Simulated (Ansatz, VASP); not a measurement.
**One calculation of CsCaF3, two programs**

Contents of INCAR:

```
PREC = Accurate ; ENCUT = 520
EDIFF = 1E-6 ; ISMEAR = 0
SIGMA = 0.05 ; LREAL = F
LASPH = T ; NELM = 100
ALGO = Normal ; ISIF = 2
LWAVE = F ; LCHARG = F
NBANDS = 28
```

KPOINTS

```
regular mesh
0
Gamma
  6 6 6
```

POSCAR

```
CsCaF3
1.0
    4.5883389954      0.0000000000      0.0000000000
    0.0000000000      4.5883389954      0.0000000000
    0.0000000000      0.0000000000      4.3849150991
Cs Ca F
1 1 3
Direct
    0.0000000000      0.0000000000      0.0000000000
    0.5000000000      0.5000000000      0.5000000000
    0.0000000000      0.5000000000      0.5000000000
    0.5000000000      0.0000000000      0.5000000000
    0.5000000000      0.5000000000      0.0000000000
```

Input for Ansatz:

```yaml
crystal:
  lattice:
    - [4.5883389954, 0.0, 0.0]
    - [0.0, 4.5883389954, 0.0]
    - [0.0, 0.0, 4.3849150991]
  atoms:
    - { symbol: Cs, position: [0.0, 0.0, 0.0] }
    - { symbol: Ca, position: [0.5, 0.5, 0.5] }
    - { symbol: F, position: [0.0, 0.5, 0.5] }
    - { symbol: F, position: [0.5, 0.0, 0.5] }
    - { symbol: F, position: [0.5, 0.5, 0.0] }
basis:
  ecutwfc: 420
kpoints:
  mp_grid: { grid: [6, 6, 6] }
hamiltonian:
  xc: lda
scf:
  occupations: { method: gaussian, width: 0.05 }
output:
  forces: true
  stress: true
  eigenvalues: true
```

Change from the starting cell: strain +0.015 along x and y, -0.030 along z, atoms carried along.

Alike in both runs: task single point; functional LDA; k mesh 6 × 6 × 6; occupations gaussian, width 0.05 eV; no spin polarisation.

|  | VASP | Ansatz |
| --- | --- | --- |
| version | VASP 6.6.1 | Ansatz 0.2.0 |
| potentials or method | VASP PAW LDA potentials, release 64 (Cs_sv, Ca_sv, F), cutoff 520 eV | scalar-relativistic, plane waves, PAW |
| valence electrons in the cell | 40 | 40 |

Ansatz gave:

* gap on the k mesh at the Fermi level (eV): 6.79
* least direct gap on the mesh (eV): 6.80
* pressure (GPa): -3.9
* traceless stress, the component that is largest in VASP (GPa): 2.33

Q: What did VASP give for the same quantities?

A: gap on the k mesh at the Fermi level (eV): 6.77; least direct gap on the mesh (eV): 6.78; pressure (GPa): -3.6; traceless stress, the component that is largest in VASP (GPa): 2.44.

LDA's correlation is that of Perdew and Zunger in VASP and of Perdew and Wang (1992) in Ansatz.

Neither program's run includes spin-orbit coupling.
